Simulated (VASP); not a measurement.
# MgO (zincblende type) (F-43m) in VASP: further runs

The runs below take MgO (zincblende type) through single point, with LDA.

Everything below comes from runs of VASP 6.6.1. Logs are shortened: lines on timing, memory, paths and dates and some standing lists are left out, and cuts for length are marked.

## 1. The cell of the first run

The structure is cubic, space group F-43m (No. 216). Conventional cell: a = 3.894 Å, b = 3.894 Å, c = 3.894 Å, α = 90.00°, β = 90.00°, γ = 90.00°. Within 2.2 Å of Mg (site symmetry -43m) lie 4 O at 1.69 Å. O (site symmetry -43m) has 4 Mg at 1.69 Å within 2.2 Å.

## 2. Single point, LDA (volume scaled by 0.64)

Input file INCAR:

```
  PREC = Accurate
  ENCUT = 520
  EDIFF = 1E-6
  ISMEAR = -1
  SIGMA = 0.05
  LREAL = F
  LASPH = T
  NELM = 60
  ALGO = Normal
  ISIF = 2
  LWAVE = F
  LCHARG = F
  GGA = CA
  NBANDS = 11
```

Input file KPOINTS:

```
Automatic mesh
0
Gamma
  16 16 16
```

Input file POSCAR:

```
MgO
1.0
    0.0000000000      1.9467547749      1.9467547749
    1.9467547749      0.0000000000      1.9467547749
    1.9467547749      1.9467547749      0.0000000000
Mg O
1 1
Direct
    0.0000000000      0.0000000000      0.0000000000
    0.2500000000      0.2500000000      0.2500000000
```

Potentials or basis: VASP PAW LDA potentials, release 64 (Mg, O).

Command:

```console
cat potpaw_LDA.64/Mg/POTCAR potpaw_LDA.64/O/POTCAR > POTCAR
mpirun -np 1 vasp_std > vasp.out
```

OUTCAR:

```text
PREC = Accurate
   ENCUT = 520
   EDIFF = 1E-6
   ISMEAR = -1
   LREAL = F
   LASPH = T
   NELM = 60
   ISIF = 2
   GGA = CA

 ion  position               nearest neighbor table
   1  0.000  0.000  0.000-   2 1.69   2 1.69   2 1.69   2 1.69
   2  0.250  0.250  0.250-   1 1.69   1 1.69   1 1.69   1 1.69

  LATTYP: Found a face centered cubic cell.
 ALAT       =     3.8935095498

  Lattice vectors:

 A1 = (   0.0000000000,   1.9467547749,   1.9467547749)
 A2 = (   1.9467547749,   0.0000000000,   1.9467547749)
 A3 = (   1.9467547749,   1.9467547749,   0.0000000000)

Analysis of symmetry for initial positions (statically):
=====================================================================
 Subroutine PRICEL returns:
 Original cell was already a primitive cell.

 Routine SETGRP: Setting up the symmetry group for a
 face centered cubic supercell.

 Subroutine GETGRP returns: Found 24 space group operations
 (whereof 24 operations were pure point group operations)
 out of a pool of 48 trial point group operations.

The static configuration has the point symmetry T_d .

Analysis of symmetry for dynamics (positions and initial velocities):
=====================================================================
 Subroutine PRICEL returns:
 Original cell was already a primitive cell.

 Routine SETGRP: Setting up the symmetry group for a
 face centered cubic supercell.

 Subroutine GETGRP returns: Found 24 space group operations
 (whereof 24 operations were pure point group operations)
 out of a pool of 48 trial point group operations.

The dynamic configuration has the point symmetry T_d .

 Subroutine INISYM returns: Found 24 space group operations
 (whereof 24 operations are pure point group operations),
 and found     1 'primitive' translations

----------------------------------------------------------------------------------------

                                     Primitive cell

  volume of cell :      14.7558

  direct lattice vectors                    reciprocal lattice vectors
     0.000000000  1.946754775  1.946754775    -0.256837690  0.256837690  0.256837690
     1.946754775  0.000000000  1.946754775     0.256837690 -0.256837690  0.256837690
     1.946754775  1.946754775  0.000000000     0.256837690  0.256837690 -0.256837690

  length of vectors
     2.753127005  2.753127005  2.753127005     0.444855929  0.444855929  0.444855929

  position of ions in fractional coordinates (direct lattice)
     0.000000000  0.000000000  0.000000000
     0.250000000  0.250000000  0.250000000

  ion indices of the primitive-cell ions
   primitive index   ion index
                 1           1
                 2           2

----------------------------------------------------------------------------------------

 KPOINTS: Automatic mesh

Automatic generation of k-mesh.
 Grid dimensions read from file:
 generate k-points for:   16   16   16

 Generating k-lattice:

  Cartesian coordinates                     Fractional coordinates (reciprocal lattice)
    -0.016052356  0.016052356  0.016052356     0.062500000  0.000000000  0.000000000
     0.016052356 -0.016052356  0.016052356     0.000000000  0.062500000  0.000000000
     0.016052356  0.016052356 -0.016052356     0.000000000  0.000000000  0.062500000

  Length of vectors
     0.027803496  0.027803496  0.027803496

  Shift w.r.t. Gamma in fractional coordinates (k-lattice)
     0.000000000  0.000000000  0.000000000

 Subroutine IBZKPT returns following result:
 ===========================================

 Found    145 irreducible k-points:

 Following reciprocal coordinates:
            Coordinates               Weight
  0.000000  0.000000  0.000000      1.000000
  0.062500  0.000000  0.000000      8.000000
  0.125000  0.000000  0.000000      8.000000
  0.187500  0.000000  0.000000      8.000000
  0.250000  0.000000  0.000000      8.000000
  0.312500  0.000000  0.000000      8.000000
[... 16 lines left out ...]
 -0.125000  0.062500  0.000000     24.000000
 -0.062500  0.062500  0.000000     12.000000
 [... further k-points ...]
   k-points           NKPTS =    145   k-points in BZ     NKDIM =    145   number of bands    NBANDS=     11
   number of dos      NEDOS =    301   number of ions     NIONS =      2
   total plane-waves  NPLWV =   8000
   dimension x,y,z NGX =    20 NGY =   20 NGZ =   20
   dimension x,y,z NGXF=    40 NGYF=   40 NGZF=   40
   ions per type =               1   1
   NGX,Y,Z   is equivalent  to a cutoff of  12.08, 12.08, 12.08 a.u.
   NGXF,Y,Z  is equivalent  to a cutoff of  24.15, 24.15, 24.15 a.u.
 SYSTEM =  unknown system
   PREC   = accura    normal or accurate (medium, high low for compatibility)
   ISTART =      0    job   : 0-new  1-cont  2-samecut
   ICHARG =      2    charge: 1-file 2-atom 10-const
   ISPIN  =      1    spin polarized calculation?
   LNONCOLLINEAR =      F non collinear calculations
   LSORBIT =      F    spin-orbit coupling
   LASPH  =      T    aspherical Exc in radial PAW
   ENCUT  =  520.0 eV  38.22 Ry    6.18 a.u.   5.12  5.12  5.12*2*pi/ulx,y,z
   NELM   =     60;   NELMIN=  2; NELMDL= -5     # of ELM steps
   EDIFF  = 0.1E-05   stopping-criterion for ELM
   LREAL  =      F    real-space projection
   EDIFFG = 0.1E-04   stopping-criterion for IOM
   NSW    =      0    number of steps for IOM
   IBRION =     -1    ionic relax: 0-MD 1-quasi-New 2-CG
   NFREE  =      0    steps in history (QN), initial steepest desc. (CG)
   ISIF   =      2    stress and relaxation
   ISYM   =      2    0-nonsym 1-usesym 2-fastsym
   POTIM  = 0.5000    time-step for ionic-motion
   TEBEG  =    0.0;   TEEND  =   0.0 temperature during run
   PSTRESS=    0.0 pullay stress
   NELECT =       8.0000    total number of electrons
   NUPDOWN=      -1.0000    fix difference up-down
   EMIN   =  10.00;   EMAX   =-10.00  energy-range for DOS
   EFERMI =   0.00;   METHOD = LEGACY
   ISMEAR =    -1;   SIGMA  =   0.05  broadening in eV -4-tet -1-fermi 0-gaus
   EFERMI_NEDOS =   21; number of points for ismear=-14 and -15
   IALGO  =     38    algorithm
   IMIX   =      4    mixing-type and parameters
     AMIX     =   0.40;   BMIX     =  1.00
     AMIX_MAG =   1.60;   BMIX_MAG =  1.00
  volume/ion in A,a.u.               =       7.38        49.79
  Fermi-wavevector in a.u.,A,eV,Ry     =   1.334905  2.522604 24.245180  1.781970
  Thomas-Fermi vector in A             =   2.463650
   LORBIT       =      0    0 simple, 1 ext, 2 COOP (PROOUT), +10 PAW based schemes
   GGA     = CA    functional components
   LHFCALC =     F    Hartree Fock is set to
   AEXX    =    0.0000 exact exchange contribution
   IVDW    =     0    specifies the selected vdW correction
   LEPSILON=     F    determine dielectric tensor
   LRPA    =     F    only Hartree local field effects (RPA)
 non-spin polarized calculation
  energy-cutoff  :      520.00
  volume of cell :       14.76
 maximum number of plane-waves:       415
   NGX = 11   NGY = 11   NGZ = 11

 number of electron       7.9999992 magnetization

 Free energy of the ion-electron system (eV)
  ---------------------------------------------------
  ext. energy  EPLUGINS =         0.00000000
  ---------------------------------------------------
  free energy    TOTEN  =       -10.46652227 eV

  energy without entropy =      -10.46652227  energy(sigma->0) =      -10.46652227

 E-fermi :   4.8894     XC(G=0): -12.5278

 val. band max:        3.7416641801   @ k =  -0.1250   0.1250   0.0000
 cond. band min:      10.6913383730   @ k =   0.0000   0.0000   0.0000
 fundamental gap:      6.9496741929
 Fermi energy:         4.8894197201

 k-point     1 :       0.0000    0.0000    0.0000
  band No.  band energies     occupation
      1     -13.6783      2.00000
      2       3.7045      2.00000
      3       3.7045      2.00000
      4       3.7045      2.00000
      5      10.6913      0.00000
      6      25.9922      0.00000
      7      25.9922      0.00000
      8      25.9922      0.00000
      9      28.5690      0.00000
     10      28.5690      0.00000
     11      30.1269      0.00000

 k-point     2 :       0.0625    0.0000    0.0000
  band No.  band energies     occupation
      1     -13.6211      2.00000
      2       3.4571      2.00000
      3       3.6999      2.00000
      4       3.6999      2.00000
      5      10.9448      0.00000
      6      25.4417      0.00000
      7      25.8452      0.00000
      8      25.8452      0.00000
      9      27.9692      0.00000
     10      27.9692      0.00000
     11      29.8108      0.00000

 k-point     3 :       0.1250    0.0000    0.0000
  band No.  band energies     occupation
      1     -13.4549      2.00000
      2       2.8230      2.00000
      3       3.6866      2.00000
      4       3.6866      2.00000
      5      11.5924      0.00000
      6      24.1855      0.00000
      7      25.2195      0.00000
      8      25.2195      0.00000
      9      27.7374      0.00000
     10      27.7374      0.00000
     11      29.4773      0.00000

 k-point     4 :       0.1875    0.0000    0.0000
  band No.  band energies     occupation
      1     -13.1971      2.00000
      2       2.0001      2.00000
      3       3.6661      2.00000
      4       3.6661      2.00000
      5      12.4265      0.00000
      6      22.7376      0.00000
      7      24.3132      0.00000
      8      24.3132      0.00000
      9      28.1676      0.00000
     10      28.1676      0.00000
     11      29.3421      0.00000
[... 239 lines left out ...]
 k-point    22 :      -0.1875    0.0625    0.0000
  band No.  band energies     occupation
      1     -13.0520      2.00000
      2       1.6749      2.00000
      3       3.4997      2.00000
      4       3.7152      2.00000
      5      12.8324      0.00000
      6      21.8816      0.00000
      7      23.6301      0.00000
      8      24.3208      0.00000
      9      27.8942      0.00000
     10      29.1771      0.00000
     11      29.8732      0.00000

 k-point    23 :      -0.1250    0.0625    0.0000
  band No.  band energies     occupation
      1     -13.3309      2.00000
      2       2.4714      2.00000
      3       3.5578      2.00000
      4       3.7259      2.00000
      5      12.0132      0.00000
      6      23.2616      0.00000
      7      24.5009      0.00000
      8      25.1165      0.00000
      9      27.3759      0.00000
     10      28.5163      0.00000
     11      30.0649      0.00000

 k-point    24 :      -0.0625    0.0625    0.0000
  band No.  band energies     occupation
      1     -13.5274      2.00000
      2       3.1220      2.00000
      3       3.6283      2.00000
      4       3.7203      2.00000
      5      11.3230      0.00000
      6      24.5737      0.00000
      7      25.3620      0.00000
      8      25.7199      0.00000
      9      27.3119      0.00000
     10      28.1914      0.00000
     11      30.3988      0.00000

 [... further k-points ...]
[... 5 lines left out ...]
  --------------------------------------------------------------------------------------
  -------------------------------------------------------------------------------------
  Total       13.6576999     13.6576999     13.6576999     -0.0000000      0.0000000     -0.0000000
  in kB     1482.9428252   1482.9428252   1482.9428252     -0.0000000      0.0000000     -0.0000000
  external PRESSURE =    1482.9428252 kB  Pullay stress =       0.0000000 kB

 VOLUME and BASIS-vectors are now :
 -----------------------------------------------------------------------------
  energy-cutoff  :      520.00
  volume of cell :       14.76
      direct lattice vectors                 reciprocal lattice vectors
     0.000000000  1.946754775  1.946754775    -0.256837690  0.256837690  0.256837690
     1.946754775  0.000000000  1.946754775     0.256837690 -0.256837690  0.256837690
     1.946754775  1.946754775  0.000000000     0.256837690  0.256837690 -0.256837690

 POSITION                                       TOTAL-FORCE (eV/Angst)
 -----------------------------------------------------------------------------------
      0.00000      0.00000      0.00000         0.000000      0.000000      0.000000
      0.97338      0.97338      0.97338        -0.000000     -0.000000     -0.000000
 -----------------------------------------------------------------------------------
    total drift:                                0.000000      0.000000     -0.000000

  FREE ENERGIE OF THE ION-ELECTRON SYSTEM (eV)
  ---------------------------------------------------
  free  energy   TOTEN  =       -10.4665222693 eV

  energy  without entropy=      -10.4665222693  energy(sigma->0) =      -10.46652227
```

It took 12 s on 1 thread of Intel Xeon Platinum 8488C (Sapphire Rapids), shared host; peak memory 0.13 GiB.

Results:

- Free energy: -10.4665 eV
- Pressure: 148.3 GPa
- Band gap on the k mesh: 6.95 eV, indirect (least direct gap 6.99 eV)

Levels at points of the mesh, in eV from the valence-band top:
| k point | band 1 | band 2 | band 3 | band 4 | band 5 | band 6 | band 7 | band 8 |
| --- | --- | --- | --- | --- | --- | --- | --- | --- |
| (0.00, 0.00, 0.00) | -17.42 | -0.04 | -0.04 | -0.04 | 6.95 | 22.25 | 22.25 | 22.25 |
| (0.50, 0.00, 0.00) | -15.66 | -4.58 | -0.17 | -0.17 | 12.27 | 13.62 | 18.15 | 18.15 |
| (0.50, 0.50, 0.00) | -15.14 | -3.91 | -0.87 | -0.87 | 7.01 | 14.15 | 22.15 | 22.83 |

 A k mesh can miss the band edges.

## 3. Single point, LDA (volume scaled by 0.55)

Input file INCAR:

```
SYSTEM = MgO
PREC = Accurate
ENCUT = 600
EDIFF = 1E-6
ISMEAR = -1
SIGMA = 0.05
LREAL = .False.
LASPH = .True.
NELM = 120
ALGO = Normal
ISIF = 2
LWAVE = .False.
LCHARG = .False.
GGA = CA
NBANDS = 11
GGA_COMPAT = .False.
```

Input file KPOINTS:

```
Automatic mesh
0
Gamma
  16 16 16
  0 0 0
```

Input file POSCAR:

```
MgO
1.0
    0.0000000000      1.8508539654      1.8508539654
    1.8508539654      0.0000000000      1.8508539654
    1.8508539654      1.8508539654      0.0000000000
Mg O
1 1
Direct
    0.0000000000      0.0000000000      0.0000000000
    0.2500000000      0.2500000000      0.2500000000
```

Potentials or basis: VASP PAW LDA potentials, release 64 (Mg, O).

Command:

```console
cat potpaw_LDA.64/Mg/POTCAR potpaw_LDA.64/O/POTCAR > POTCAR
mpirun -np 1 vasp_std > vasp.out
```

OUTCAR:

```text
SYSTEM = MgO
   PREC = Accurate
   ENCUT = 600
   EDIFF = 1E-6
   ISMEAR = -1
   LREAL = .False.
   LASPH = .True.
   NELM = 120
   ISIF = 2
   GGA = CA

 ion  position               nearest neighbor table
   1  0.000  0.000  0.000-   2 1.60   2 1.60   2 1.60   2 1.60
   2  0.250  0.250  0.250-   1 1.60   1 1.60   1 1.60   1 1.60

  LATTYP: Found a face centered cubic cell.
 ALAT       =     3.7017079308

  Lattice vectors:

 A1 = (   0.0000000000,   1.8508539654,   1.8508539654)
 A2 = (   1.8508539654,   0.0000000000,   1.8508539654)
 A3 = (   1.8508539654,   1.8508539654,   0.0000000000)

Analysis of symmetry for initial positions (statically):
=====================================================================
 Subroutine PRICEL returns:
 Original cell was already a primitive cell.

 Routine SETGRP: Setting up the symmetry group for a
 face centered cubic supercell.

 Subroutine GETGRP returns: Found 24 space group operations
 (whereof 24 operations were pure point group operations)
 out of a pool of 48 trial point group operations.

The static configuration has the point symmetry T_d .

Analysis of symmetry for dynamics (positions and initial velocities):
[... 164 lines left out ...]
 Fermi energy:         6.3097778373

 k-point     1 :       0.0000    0.0000    0.0000
  band No.  band energies     occupation
      1     -12.9487      2.00000
      2       5.1109      2.00000
      3       5.1109      2.00000
      4       5.1109      2.00000
      5      13.5508      0.00000
      6      29.4543      0.00000
      7      29.4543      0.00000
      8      29.4543      0.00000
      9      31.6770      0.00000
     10      31.6770      0.00000
     11      34.1165      0.00000
[... 309 lines left out ...]
 k-point    24 :      -0.0625    0.0625    0.0000
  band No.  band energies     occupation
      1     -12.7599      2.00000
      2       4.4956      2.00000
      3       5.0382      2.00000
      4       5.1361      2.00000
      5      14.1907      0.00000
      6      27.6759      0.00000
      7      28.2297      0.00000
      8      29.2932      0.00000
      9      31.1845      0.00000
     10      31.7005      0.00000
     11      34.1979      0.00000

 [... further k-points ...]
[... 5 lines left out ...]
  --------------------------------------------------------------------------------------
  -------------------------------------------------------------------------------------
  Total       21.4946047     21.4946047     21.4946047      0.0000000      0.0000000     -0.0000000
  in kB     2715.7737665   2715.7737665   2715.7737665      0.0000000      0.0000000     -0.0000000
  external PRESSURE =    2715.7737665 kB  Pullay stress =       0.0000000 kB

 VOLUME and BASIS-vectors are now :
 -----------------------------------------------------------------------------
  energy-cutoff  :      600.00
  volume of cell :       12.68
      direct lattice vectors                 reciprocal lattice vectors
     0.000000000  1.850853965  1.850853965    -0.270145570  0.270145570  0.270145570
     1.850853965  0.000000000  1.850853965     0.270145570 -0.270145570  0.270145570
     1.850853965  1.850853965  0.000000000     0.270145570  0.270145570 -0.270145570

 POSITION                                       TOTAL-FORCE (eV/Angst)
 -----------------------------------------------------------------------------------
      0.00000      0.00000      0.00000        -0.000000     -0.000000     -0.000000
      0.92543      0.92543      0.92543         0.000000      0.000000      0.000000
 -----------------------------------------------------------------------------------
    total drift:                               -0.000000     -0.000000     -0.000000

  FREE ENERGIE OF THE ION-ELECTRON SYSTEM (eV)
  ---------------------------------------------------
  free  energy   TOTEN  =        -7.8269283480 eV

  energy  without entropy=       -7.8269283480  energy(sigma->0) =       -7.82692835
```

OSZICAR:

```text
N       E                     dE             d eps       ncg     rms          rms(c)
DAV:   1     0.228182266734E+02    0.22818E+02   -0.55669E+03  3566   0.766E+02
DAV:   2    -0.108913282392E+02   -0.33710E+02   -0.33285E+02  3702   0.172E+02
DAV:   3    -0.114251065399E+02   -0.53378E+00   -0.53345E+00  3992   0.186E+01
DAV:   4    -0.114261046006E+02   -0.99806E-03   -0.99805E-03  3550   0.886E-01
DAV:   5    -0.114261069271E+02   -0.23264E-05   -0.23264E-05  3871   0.393E-02    0.107E+01
DAV:   6    -0.804669815079E+01    0.33794E+01   -0.13167E+01  3439   0.226E+01    0.230E+00
DAV:   7    -0.788332227331E+01    0.16338E+00   -0.28865E-01  3697   0.367E+00    0.144E+00
DAV:   8    -0.782732027957E+01    0.56002E-01   -0.25330E-02  3548   0.161E+00    0.147E-01
DAV:   9    -0.782695473124E+01    0.36555E-03   -0.21904E-03  3739   0.300E-01    0.463E-02
DAV:  10    -0.782693064932E+01    0.24082E-04   -0.84390E-05  3576   0.578E-02    0.907E-03
DAV:  11    -0.782692834585E+01    0.23035E-05   -0.21984E-06  3706   0.117E-02    0.192E-03
DAV:  12    -0.782692834799E+01   -0.21404E-08   -0.33187E-07  1886   0.424E-03
   1 F= -.78269283E+01 E0= -.78269283E+01  d E =-.224853E-10
```

stdout:

```text
POSCAR found type information on POSCAR MgO
 POSCAR found :  2 types and       2 ions
 scaLAPACK will be used
 LDA part: xc-table for (Slater(with rela. corr.)+CA(PZ))
 , standard interpolation
 POSCAR, INCAR and KPOINTS ok, starting setup
 FFT: planning ... GRIDC
 FFT: planning ... GRID_SOFT
 FFT: planning ... GRID
 WAVECAR not read
 entering main loop
```

Run time: 17 s. Hardware: 1 thread of Intel Xeon 6975P-C, shared host; peak memory 0.15 GiB.

What came out:

```
Free energy            : -7.8269 eV
Pressure               : 271.6 GPa
Band gap on the k mesh : 7.24 eV, indirect (least direct gap 8.06 eV)
```

 A k mesh can miss the band edges.
